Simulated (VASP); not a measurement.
Wanted: the native input for a VASP 6.6.1 run.

| Item | Value |
| --- | --- |
| Task | relaxation of cell and atoms |
| Functional | r2SCAN |
| Potentials or basis | VASP PAW PBE potentials, release 64 (K_sv, S) |
| Cutoff | 550 eV |
| k mesh | 6 × 6 × 6 |
| Occupations | fermi-dirac, width 0.02 eV |
| Spin | no spin polarisation |
| Dipole correction | no |
| Further INCAR settings | ALGO = Normal; EDIFF = 1e-07; IBRION = 2; EDIFFG = -0.005; NSW = 80; ISIF = 3 |

K2S:

```
K S
1.0
     0.00000    3.73104    3.73104
     3.73104    0.00000    3.73104
     3.73104    3.73104    0.00000
K S
2 1
Direct
  0.75000 0.75000 0.75000
  0.25000 0.25000 0.25000
  0.00000 0.00000 0.00000
```

One way to write it, as run:

POSCAR

```
K2S
1.0
    0.0000000000      3.7310389449      3.7310389449
    3.7310389449      0.0000000000      3.7310389449
    3.7310389449      3.7310389449      0.0000000000
K S
2 1
Direct
    0.7500000000      0.7500000000      0.7500000000
    0.2500000000      0.2500000000      0.2500000000
    0.0000000000      0.0000000000      0.0000000000
```

INCAR.step1

```
PREC = Accurate
ENCUT = 550
ISMEAR = -1
SIGMA = 0.02
LREAL = False
LASPH = True
NELM = 120
GGA = PE
ALGO = Normal
EDIFF = 1E-5
LWAVE = True
LCHARG = False
GGA_COMPAT = False
IBRION = 2
ISIF = 3
EDIFFG = -0.005
NELMIN = 4
NSW = 100
```

INCAR.step2

```
PREC = Accurate
ENCUT = 550
EDIFF = 1E-7
ISMEAR = -1
SIGMA = 0.02
LREAL = False
LASPH = True
NELM = 120
ALGO = Normal
ISIF = 3
LWAVE = False
LCHARG = False
METAGGA = R2SCAN
LMIXTAU = True
IBRION = 2
NSW = 80
EDIFFG = -0.005
ISTART = 1
GGA_COMPAT = False
NELMIN = 4
```

KPOINTS

```
Automatic mesh
0
Gamma
  6 6 6
```

Potentials or basis: VASP PAW PBE potentials, release 64 (K_sv, S).

Run with:

```sh
$ cat potpaw_PBE.64/K_sv/POTCAR potpaw_PBE.64/S/POTCAR > POTCAR
$ cp INCAR.step1 INCAR
$ mpirun -np 1 vasp_std > vasp.out
$ cp INCAR.step2 INCAR
$ mpirun -np 1 vasp_std > vasp.out
```

Results of the run:

| Quantity | Value |
| --- | --- |
| Relaxed volume | 33.93 Å³/atom |
| Relaxed cell | a = 5.241 Å, b = 5.241 Å, c = 5.241 Å, α = 60.00°, β = 60.00°, γ = 60.00° |
| Space group after relaxing (to 0.1 Å) | Fm-3m (No. 225) |
| Energy gained by relaxing | 1.0 meV/atom |
| Ionic steps | 3 |
| Pressure after relaxing | 0.0 GPa |
| Band gap on the k mesh | 2.75 eV (least direct gap 2.94 eV) |

Caveat: the PAW data sets were made with another functional, which shifts forces and pressure a little.

It took 10 min on 1 thread of Intel Xeon 8259CL, on a shared host, peak memory 0.28 GiB.
